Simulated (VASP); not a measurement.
# Co (P6_3/mmc) in VASP: further runs

The runs below take Co through single point, with PBE.

Everything below comes from runs of VASP 6.6.1. Logs are shortened: lines on timing, memory, paths and dates and some standing lists are left out, and cuts for length are marked.

### Step 1. The cell of the first run

It takes space group P6_3/mmc (No. 194, hexagonal). The conventional cell has a = 2.528 Å, b = 2.528 Å, c = 8.188 Å, α = 90.00°, β = 90.00°, γ = 120.00°. Within 3.3 Å of Co (site symmetry -3m) lie 12 Co at 2.51 to 2.53 Å. Within 3.3 Å of Co (site symmetry -6m2) lie 12 Co at 2.51 to 2.53 Å.

### Step 2. Single point, PBE, collinear spin, ferromagnetic start (11.33 Å³/atom)

File INCAR:

```
SYSTEM = Co
  PREC = Accurate
  ENCUT = 520
  EDIFF = 1E-6
  ISMEAR = -1
  SIGMA = 0.05
  LREAL = .FALSE.
  LASPH = .TRUE.
  NELM = 150
  ALGO = Normal
  ISIF = 2
  LWAVE = .FALSE.
  LCHARG = .FALSE.
  ISPIN = 2
  MAGMOM = 1.707 1.707 1.725 1.725
  LORBIT = 11
  LMAXMIX = 4
  GGA = PE
  NBANDS = 30
```

File KPOINTS:

```
Automatic mesh
0
G
  16 16 5
  0 0 0
```

File POSCAR:

```
Co
1.0
    2.5280115931      0.0000000000      0.0000000000
   -1.2640057966      2.1893222606      0.0000000000
    0.0000000000      0.0000000000      8.1880789767
Co
4
Direct
    1.0000000000      0.0000000000      1.0000000000
    0.0000000000      0.0000000000      0.5000000000
    0.3333333333      0.6666666667      0.2500000000
    0.6666666667      0.3333333333      0.7500000000
```

Potentials or basis: VASP PAW PBE potentials, release 64 (Co).

Run with:

```sh
$ cat potpaw_PBE.64/Co/POTCAR > POTCAR
$ mpirun -np 1 vasp_std > vasp.out
```

OUTCAR:

```text
SYSTEM = Co
   PREC = Accurate
   ENCUT = 520
   EDIFF = 1E-6
   ISMEAR = -1
   LREAL = .FALSE.
   LASPH = .TRUE.
   NELM = 150
   ISIF = 2
   ISPIN = 2
   LORBIT = 11
   GGA = PE

 ion  position               nearest neighbor table
   1  0.000  0.000  0.000-   3 2.51   4 2.51   3 2.51   4 2.51   4 2.51   3 2.51
   2  0.000  0.000  0.500-   3 2.51   4 2.51   3 2.51   4 2.51   4 2.51   3 2.51
   3  0.333  0.667  0.250-   1 2.51   2 2.51   1 2.51   2 2.51   1 2.51   2 2.51
   4  0.667  0.333  0.750-   1 2.51   2 2.51   1 2.51   2 2.51   1 2.51   2 2.51

  LATTYP: Found a hexagonal cell.
 ALAT       =     2.5280115931
 C/A-ratio  =     3.2389404380

  Lattice vectors:

 A1 = (   2.5280115931,   0.0000000000,   0.0000000000)
 A2 = (  -1.2640057966,   2.1893222606,   0.0000000000)
 A3 = (   0.0000000000,   0.0000000000,   8.1880789767)

Analysis of symmetry for initial positions (statically):
=====================================================================
 Subroutine PRICEL returns:
 Original cell was already a primitive cell.

 Routine SETGRP: Setting up the symmetry group for a
 hexagonal supercell.

 Subroutine GETGRP returns: Found 24 space group operations
 (whereof 12 operations were pure point group operations)
 out of a pool of 24 trial point group operations.

The static configuration has the point symmetry D_3d.
 The point group associated with its full space group is D_6h.

Analysis of symmetry for dynamics (positions and initial velocities):
=====================================================================
 Subroutine PRICEL returns:
 Original cell was already a primitive cell.

 Routine SETGRP: Setting up the symmetry group for a
 hexagonal supercell.

 Subroutine GETGRP returns: Found 24 space group operations
 (whereof 12 operations were pure point group operations)
 out of a pool of 24 trial point group operations.

The dynamic configuration has the point symmetry D_3d.
 The point group associated with its full space group is D_6h.

Analysis of structural, dynamic, and magnetic symmetry:
=====================================================================
 Subroutine PRICEL returns:
 Original cell was already a primitive cell.

 Routine SETGRP: Setting up the symmetry group for a
 hexagonal supercell.

 Subroutine GETGRP returns: Found 24 space group operations
 (whereof 12 operations were pure point group operations)
 out of a pool of 24 trial point group operations.

The overall configuration has the point symmetry D_3d.
 The point group associated with its full space group is D_6h.

 Subroutine INISYM returns: Found 24 space group operations
 (whereof 12 operations are pure point group operations),
 and found     1 'primitive' translations

----------------------------------------------------------------------------------------

                                     Primitive cell

  volume of cell :      45.3180

  direct lattice vectors                    reciprocal lattice vectors
     2.528011593  0.000000000  0.000000000     0.395567806  0.228381179  0.000000000
    -1.264005797  2.189322261  0.000000000     0.000000000  0.456762359  0.000000000
     0.000000000  0.000000000  8.188078977     0.000000000  0.000000000  0.122128768

  length of vectors
     2.528011593  2.528011593  8.188078977     0.456762359  0.456762359  0.122128768

  position of ions in fractional coordinates (direct lattice)
     0.000000000  0.000000000  0.000000000
     0.000000000  0.000000000  0.500000000
     0.333333333  0.666666667  0.250000000
     0.666666667  0.333333333  0.750000000

  ion indices of the primitive-cell ions
   primitive index   ion index
                 1           1
                 2           2
                 3           3
                 4           4

----------------------------------------------------------------------------------------

 KPOINTS: Automatic mesh

Automatic generation of k-mesh.
 Grid dimensions read from file:
 generate k-points for:   16   16    5

 Generating k-lattice:

  Cartesian coordinates                     Fractional coordinates (reciprocal lattice)
     0.024722988  0.014273824  0.000000000     0.062500000  0.000000000  0.000000000
     0.000000000  0.028547647  0.000000000     0.000000000  0.062500000  0.000000000
     0.000000000  0.000000000  0.024425754     0.000000000  0.000000000  0.200000000

  Length of vectors
     0.028547647  0.028547647  0.024425754

  Shift w.r.t. Gamma in fractional coordinates (k-lattice)
     0.000000000  0.000000000  0.000000000

 Subroutine IBZKPT returns following result:
 ===========================================

 Found     90 irreducible k-points:

 Following reciprocal coordinates:
            Coordinates               Weight
  0.000000  0.000000  0.000000      1.000000
  0.062500  0.000000  0.000000      6.000000
  0.125000  0.000000  0.000000      6.000000
  0.187500 -0.000000  0.000000      6.000000
  0.250000  0.000000  0.000000      6.000000
  0.312500 -0.000000  0.000000      6.000000
[... 16 lines left out ...]
  0.187500  0.187500  0.000000      6.000000
  0.250000  0.187500  0.000000     12.000000
 [... further k-points ...]
   k-points           NKPTS =     90   k-points in BZ     NKDIM =     90   number of bands    NBANDS=     30
   number of dos      NEDOS =    301   number of ions     NIONS =      4
   total plane-waves  NPLWV =  25600
   dimension x,y,z NGX =    20 NGY =   20 NGZ =   64
   dimension x,y,z NGXF=    40 NGYF=   40 NGZF=  128
   ions per type =               4
   NGX,Y,Z   is equivalent  to a cutoff of  13.15, 13.15, 12.99 a.u.
   NGXF,Y,Z  is equivalent  to a cutoff of  26.30, 26.30, 25.99 a.u.
 SYSTEM =  Co
   PREC   = accura    normal or accurate (medium, high low for compatibility)
   ISTART =      0    job   : 0-new  1-cont  2-samecut
   ICHARG =      2    charge: 1-file 2-atom 10-const
   ISPIN  =      2    spin polarized calculation?
   LNONCOLLINEAR =      F non collinear calculations
   LSORBIT =      F    spin-orbit coupling
   LASPH  =      T    aspherical Exc in radial PAW
   ENCUT  =  520.0 eV  38.22 Ry    6.18 a.u.   4.70  4.70 15.22*2*pi/ulx,y,z
   NELM   =    150;   NELMIN=  2; NELMDL= -5     # of ELM steps
   EDIFF  = 0.1E-05   stopping-criterion for ELM
   LREAL  =      F    real-space projection
   EDIFFG = 0.1E-04   stopping-criterion for IOM
   NSW    =      0    number of steps for IOM
   IBRION =     -1    ionic relax: 0-MD 1-quasi-New 2-CG
   NFREE  =      0    steps in history (QN), initial steepest desc. (CG)
   ISIF   =      2    stress and relaxation
   ISYM   =      2    0-nonsym 1-usesym 2-fastsym
   POTIM  = 0.5000    time-step for ionic-motion
   TEBEG  =    0.0;   TEEND  =   0.0 temperature during run
   PSTRESS=    0.0 pullay stress
   NELECT =      36.0000    total number of electrons
   NUPDOWN=      -1.0000    fix difference up-down
   EMIN   =  10.00;   EMAX   =-10.00  energy-range for DOS
   EFERMI =   0.00;   METHOD = LEGACY
   ISMEAR =    -1;   SIGMA  =   0.05  broadening in eV -4-tet -1-fermi 0-gaus
   EFERMI_NEDOS =   21; number of points for ismear=-14 and -15
   IALGO  =     38    algorithm
   IMIX   =      4    mixing-type and parameters
     AMIX     =   0.40;   BMIX     =  1.00
     AMIX_MAG =   1.60;   BMIX_MAG =  1.00
  volume/ion in A,a.u.               =      11.33        76.46
  Fermi-wavevector in a.u.,A,eV,Ry     =   1.516185  2.865173 31.277286  2.298816
  Thomas-Fermi vector in A             =   2.625608
   LORBIT       =     11    0 simple, 1 ext, 2 COOP (PROOUT), +10 PAW based schemes
   GGA     = PE    functional components
   LHFCALC =     F    Hartree Fock is set to
   AEXX    =    0.0000 exact exchange contribution
   IVDW    =     0    specifies the selected vdW correction
   LEPSILON=     F    determine dielectric tensor
   LRPA    =     F    only Hartree local field effects (RPA)
 spin polarized calculation
  energy-cutoff  :      520.00
  volume of cell :       45.32
 maximum number of plane-waves:      1233
 NGX is ok and might be reduce to    20
   NGX =  9   NGY =  9   NGZ = 31

 number of electron      36.0000017 magnetization       6.6143715

 Free energy of the ion-electron system (eV)
  ---------------------------------------------------
  ext. energy  EPLUGINS =         0.00000000
  ---------------------------------------------------
  free energy    TOTEN  =       -28.08113421 eV

  energy without entropy =      -28.04720948  energy(sigma->0) =      -28.06417184

 E-fermi :   9.7214     XC(G=0): -13.1521

 val. band max:        9.7211248832   @ k =   0.2500   0.1875   0.4000
 cond. band min:       9.7263478941   @ k =   0.2500   0.0625   0.2000
 fundamental gap:      0.0052230109
 Fermi energy:         9.7214483200

 spin component 1

 k-point     1 :       0.0000    0.0000    0.0000
  band No.  band energies     occupation
      1       0.9978      1.00000
      2       3.1641      1.00000
      3       3.1863      1.00000
      4       4.7308      1.00000
      5       6.8000      1.00000
      6       6.8283      1.00000
[... 781 lines left out ...]
     29      21.0662      0.00000
     30      22.5865      0.00000

 [... further k-points ...]

 spin component 2

 k-point     1 :       0.0000    0.0000    0.0000
  band No.  band energies     occupation
      1       0.9922      1.00000
      2       3.2373      1.00000
      3       3.2416      1.00000
      4       5.6747      1.00000
      5       8.1701      1.00000
      6       8.2341      1.00000
[... 781 lines left out ...]
     29      21.5824      0.00000
     30      23.0378      0.00000

 [... further k-points ...]
[... 5 lines left out ...]
  --------------------------------------------------------------------------------------
  -------------------------------------------------------------------------------------
  Total       -2.3279866     -2.3279866     -2.3294351      0.0000000      0.0000000      0.0000000
  in kB      -82.3038746    -82.3038746    -82.3550859      0.0000000      0.0000000      0.0000000
  external PRESSURE =     -82.3209450 kB  Pullay stress =       0.0000000 kB

 VOLUME and BASIS-vectors are now :
 -----------------------------------------------------------------------------
  energy-cutoff  :      520.00
  volume of cell :       45.32
      direct lattice vectors                 reciprocal lattice vectors
     2.528011593  0.000000000  0.000000000     0.395567806  0.228381179  0.000000000
    -1.264005797  2.189322261  0.000000000     0.000000000  0.456762359  0.000000000
     0.000000000  0.000000000  8.188078977     0.000000000  0.000000000  0.122128768

 POSITION                                       TOTAL-FORCE (eV/Angst)
 -----------------------------------------------------------------------------------
      0.00000      0.00000      0.00000        -0.000000     -0.000000      0.000000
      0.00000      0.00000      4.09404        -0.000000     -0.000000      0.000000
     -0.00000      1.45955      2.04702        -0.000000      0.000000      0.000000
      1.26401      0.72977      6.14106         0.000000     -0.000000     -0.000000
 -----------------------------------------------------------------------------------
    total drift:                                0.000000     -0.000000      0.000000

  FREE ENERGIE OF THE ION-ELECTRON SYSTEM (eV)
  ---------------------------------------------------
  free  energy   TOTEN  =       -28.0811342074 eV

  energy  without entropy=      -28.0472094784  energy(sigma->0) =      -28.06417184

 total charge

# of ion       s       p       d       tot
------------------------------------------
    1        0.472   0.485   7.236   8.193
    2        0.472   0.485   7.236   8.193
    3        0.472   0.488   7.229   8.189
    4        0.472   0.488   7.229   8.189
--------------------------------------------------
tot          1.888   1.946  28.929  32.764

 magnetization (x)

# of ion       s       p       d       tot
------------------------------------------
    1       -0.014  -0.051   1.736   1.672
    2       -0.014  -0.051   1.736   1.672
    3       -0.013  -0.052   1.755   1.690
    4       -0.013  -0.052   1.755   1.690
--------------------------------------------------
tot         -0.053  -0.205   6.982   6.724
```

Run time: 2.5 min. Hardware: 1 thread of Intel Xeon 6975P-C (Granite Rapids), shared host; peak memory 0.29 GiB.

What came out:

```yaml
Free_energy: -28.0811 eV
Pressure: -8.2 GPa
Net_moment: 6.61 μB per cell
Site_moments: Co +1.67, +1.69 (each value once) μB
Valence_electrons_inside_the_program's_atomic_spheres: Co 8.19
```

Caveat: the cell stands under tension.

### Step 3. Single point, PBE, collinear spin, ferromagnetic start (11.77 Å³/atom)

This run uses another cell than the first one, of 11.77 Å³/atom.

File INCAR:

```
SYSTEM = Co
  PREC = Accurate
  ENCUT = 520
  EDIFF = 1E-6
  ISMEAR = -1
  SIGMA = 0.05
  LREAL = .False.
  LASPH = .True.
  NELM = 150
  ALGO = Normal
  ISIF = 2
  LWAVE = .False.
  LCHARG = .False.
  ISPIN = 2
  MAGMOM = 1.707 1.707 1.725 1.725
  LORBIT = 11
  LMAXMIX = 4
  GGA = PE
  NBANDS = 30
```

File KPOINTS:

```
Automatic mesh
0
Gamma
  16 16 5
  0 0 0
```

File POSCAR:

```
Co
1.0
    2.5600133101      0.0000000000      0.0000000000
   -1.2800066551      2.2170365605      0.0000000000
    0.0000000000      0.0000000000      8.2917302394
Co
4
Direct
    0.0000000000      1.0000000000      0.0000000000
    1.0000000000      1.0000000000      0.5000000000
    0.3333333333      0.6666666667      0.2500000000
    0.6666666667      0.3333333333      0.7500000000
```

Potentials or basis: VASP PAW PBE potentials, release 64 (Co).

Run with:

```sh
$ cat potpaw_PBE.64/Co/POTCAR > POTCAR
$ mpirun -np 1 vasp_std > vasp.out
```

OUTCAR:

```text
SYSTEM = Co
   PREC = Accurate
   ENCUT = 520
   EDIFF = 1E-6
   ISMEAR = -1
   LREAL = .False.
   LASPH = .True.
   NELM = 150
   ISIF = 2
   ISPIN = 2
   LORBIT = 11
   GGA = PE

 ion  position               nearest neighbor table
   1  0.000  0.000  0.000-   3 2.55   4 2.55   3 2.55   4 2.55   4 2.55   3 2.55
   2  0.000  0.000  0.500-   3 2.55   4 2.55   3 2.55   4 2.55   4 2.55   3 2.55
   3  0.333  0.667  0.250-   1 2.55   2 2.55   1 2.55   2 2.55   1 2.55   2 2.55
   4  0.667  0.333  0.750-   1 2.55   2 2.55   1 2.55   2 2.55   1 2.55   2 2.55

  LATTYP: Found a hexagonal cell.
 ALAT       =     2.5600133101
 C/A-ratio  =     3.2389402847

  Lattice vectors:

 A1 = (   2.5600133101,   0.0000000000,   0.0000000000)
 A2 = (  -1.2800066551,   2.2170365605,   0.0000000000)
 A3 = (   0.0000000000,   0.0000000000,   8.2917302394)

Analysis of symmetry for initial positions (statically):
=====================================================================
 Subroutine PRICEL returns:
 Original cell was already a primitive cell.

 Routine SETGRP: Setting up the symmetry group for a
 hexagonal supercell.

 Subroutine GETGRP returns: Found 24 space group operations
 (whereof 12 operations were pure point group operations)
 out of a pool of 24 trial point group operations.

The static configuration has the point symmetry D_3d.
 The point group associated with its full space group is D_6h.

Analysis of symmetry for dynamics (positions and initial velocities):
=====================================================================
 Subroutine PRICEL returns:
 Original cell was already a primitive cell.

 Routine SETGRP: Setting up the symmetry group for a
 hexagonal supercell.

 Subroutine GETGRP returns: Found 24 space group operations
 (whereof 12 operations were pure point group operations)
 out of a pool of 24 trial point group operations.

The dynamic configuration has the point symmetry D_3d.
 The point group associated with its full space group is D_6h.

Analysis of structural, dynamic, and magnetic symmetry:
=====================================================================
[... 160 lines left out ...]

  energy without entropy =      -27.92524062  energy(sigma->0) =      -27.94256893

 E-fermi :   9.2209     XC(G=0): -12.9355

 val. band max:        9.2176667406   @ k =   0.1875   0.0625   0.2000
 cond. band min:       9.2244016938   @ k =   0.3750  -0.0000   0.0000
 fundamental gap:      0.0067349533
 Fermi energy:         9.2209329361

 spin component 1

 k-point     1 :       0.0000    0.0000    0.0000
  band No.  band energies     occupation
      1       0.7114      1.00000
      2       2.8241      1.00000
      3       2.8480      1.00000
      4       4.3845      1.00000
      5       6.3572      1.00000
      6       6.3836      1.00000
[... 781 lines left out ...]
     29      20.1692      0.00000
     30      21.6799      0.00000

 [... further k-points ...]

 spin component 2

 k-point     1 :       0.0000    0.0000    0.0000
  band No.  band energies     occupation
      1       0.7022      1.00000
      2       2.8927      1.00000
      3       2.8976      1.00000
      4       5.3500      1.00000
      5       7.7608      1.00000
      6       7.8252      1.00000
[... 781 lines left out ...]
     29      20.6844      0.00000
     30      22.1289      0.00000

 [... further k-points ...]
[... 5 lines left out ...]
  --------------------------------------------------------------------------------------
  -------------------------------------------------------------------------------------
  Total       -4.0605743     -4.0605743     -4.1014962      0.0000000      0.0000000      0.0000000
  in kB     -138.2412966   -138.2412966   -139.6344739      0.0000000      0.0000000      0.0000000
  external PRESSURE =    -138.7056890 kB  Pullay stress =       0.0000000 kB

 VOLUME and BASIS-vectors are now :
 -----------------------------------------------------------------------------
  energy-cutoff  :      520.00
  volume of cell :       47.06
      direct lattice vectors                 reciprocal lattice vectors
     2.560013310  0.000000000  0.000000000     0.390622969  0.225526276  0.000000000
    -1.280006655  2.217036560  0.000000000     0.000000000  0.451052553  0.000000000
     0.000000000  0.000000000  8.291730239     0.000000000  0.000000000  0.120602090

 POSITION                                       TOTAL-FORCE (eV/Angst)
 -----------------------------------------------------------------------------------
      0.00000      0.00000      0.00000         0.000000      0.000000      0.000000
      0.00000      0.00000      4.14587         0.000000      0.000000      0.000000
     -0.00000      1.47802      2.07293        -0.000000     -0.000000     -0.000000
      1.28001      0.73901      6.21880         0.000000      0.000000      0.000000
 -----------------------------------------------------------------------------------
    total drift:                                0.000000     -0.000000      0.000000

  FREE ENERGIE OF THE ION-ELECTRON SYSTEM (eV)
  ---------------------------------------------------
  free  energy   TOTEN  =       -27.9598972289 eV

  energy  without entropy=      -27.9252406225  energy(sigma->0) =      -27.94256893

 total charge

# of ion       s       p       d       tot
------------------------------------------
    1        0.458   0.456   7.213   8.128
    2        0.458   0.456   7.213   8.128
    3        0.458   0.458   7.207   8.123
    4        0.458   0.458   7.207   8.123
--------------------------------------------------
tot          1.832   1.829  28.841  32.501

 magnetization (x)

# of ion       s       p       d       tot
------------------------------------------
    1       -0.013  -0.049   1.779   1.717
    2       -0.013  -0.049   1.779   1.717
    3       -0.012  -0.050   1.795   1.733
    4       -0.012  -0.050   1.795   1.733
--------------------------------------------------
tot         -0.049  -0.199   7.148   6.899
```

Wall time 2.4 min (1 thread of Intel Xeon 6975P-C (Granite Rapids), shared host); peak memory 0.29 GiB.

What came out:

| Property | Result |
| --- | --- |
| Free energy | -27.9599 eV |
| Pressure | -13.9 GPa |
| Net moment | 6.76 μB per cell |
| Site moments | Co +1.72, +1.73 (each value once) μB |
| Valence electrons inside the program's atomic spheres | Co 8.13, 8.12 (each value once) |

Stress tensor (GPa, compression positive):
```
-13.82   0.00   0.00
  0.00 -13.82   0.00
  0.00   0.00 -13.96
```

Caveat: the cell stands under tension.
